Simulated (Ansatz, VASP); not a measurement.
# Mo: VASP beside Ansatz

Contents of POSCAR:

```
Mo
1.0
   -1.5945650000      1.5945650000      1.5238700000
    1.5945650000     -1.5945650000      1.5238700000
    1.5945650000      1.5945650000     -1.5238700000
Mo
1
Direct
    0.0000000000      0.0000000000      0.0000000000
```

File INCAR.step1:

```
SYSTEM = Mo
PREC     = Accurate       ! precision mode
ENCUT    = 520            ! plane-wave cutoff, eV
ISMEAR   = 0              ! smearing method
SIGMA    = 0.15           ! smearing width, eV
LREAL    = .False.        ! projectors in reciprocal space
LASPH    = .True.         ! aspherical terms in the spheres
NELM     = 80             ! most SCF steps
NBANDS   = 13             ! bands
GGA      = PE             ! functional
ALGO     = Normal         ! electronic algorithm
EDIFF    = 1E-4           ! SCF threshold, eV
LWAVE    = .True.         ! write WAVECAR
LCHARG   = .False.        ! write CHGCAR
```

Contents of INCAR.step2:

```
SYSTEM = Mo
PREC     = Accurate       ! precision mode
ENCUT    = 520            ! plane-wave cutoff, eV
EDIFF    = 1E-6           ! SCF threshold, eV
ISMEAR   = 0              ! smearing method
SIGMA    = 0.15           ! smearing width, eV
LREAL    = .False.        ! projectors in reciprocal space
LASPH    = .True.         ! aspherical terms in the spheres
NELM     = 80             ! most SCF steps
ALGO     = Normal         ! electronic algorithm
ISIF     = 2              ! what is computed and relaxed
LWAVE    = .False.        ! write WAVECAR
LCHARG   = .False.        ! write CHGCAR
METAGGA  = R2SCAN         ! meta-GGA
LMIXTAU  = .True.       
NBANDS   = 13             ! bands
ISTART   = 1
```

The input KPOINTS:

```
regular mesh
0
Gamma
  22 22 22
  0 0 0
```

Input for Ansatz:

```yaml
crystal:
  lattice:
    - [-1.594565, 1.594565, 1.52387]
    - [1.594565, -1.594565, 1.52387]
    - [1.594565, 1.594565, -1.52387]
  atoms:
    - { symbol: Mo, position: [0.0, 0.0, 0.0] }
basis:
  ecutwfc: 500
kpoints:
  mp_grid: { grid: [22, 22, 22] }
hamiltonian:
  xc: r2scan
scf:
  occupations: { method: gaussian, width: 0.15 }
output:
  forces: true
  stress: true
  eigenvalues: true
  write_density: true
  write_potential: true
  elf: true
  volumetric_format: npy
```

Change from the starting cell: strain +0.015 along x and y, -0.030 along z, atoms carried along.

Alike in both runs: task single point; functional r2SCAN; k mesh 22 × 22 × 22; occupations gaussian, width 0.15 eV; no spin polarisation.

|  | VASP | Ansatz |
| --- | --- | --- |
| version | VASP 6.6.1 | Ansatz 0.2.0 |
| potentials or method | VASP PAW PBE potentials, release 64 (Mo_sv), cutoff 520 eV | scalar-relativistic, plane waves, PAW |
| valence electrons in the cell | 14 | 14 |

VASP gave:

```
gap on the k mesh at the Fermi level (eV)                     : none
pressure (GPa)                                                : 4.0
traceless stress, the component that is largest in VASP (GPa) : 10.29
```

Q: Estimate Ansatz's values.

A: gap on the k mesh at the Fermi level (eV): none; pressure (GPa): 2.8; traceless stress, the component that is largest in VASP (GPa): 10.29.

VASP's potentials were made for PBE, not for r2SCAN. A gap of «none» marks a metal or a gap that the smearing closes.
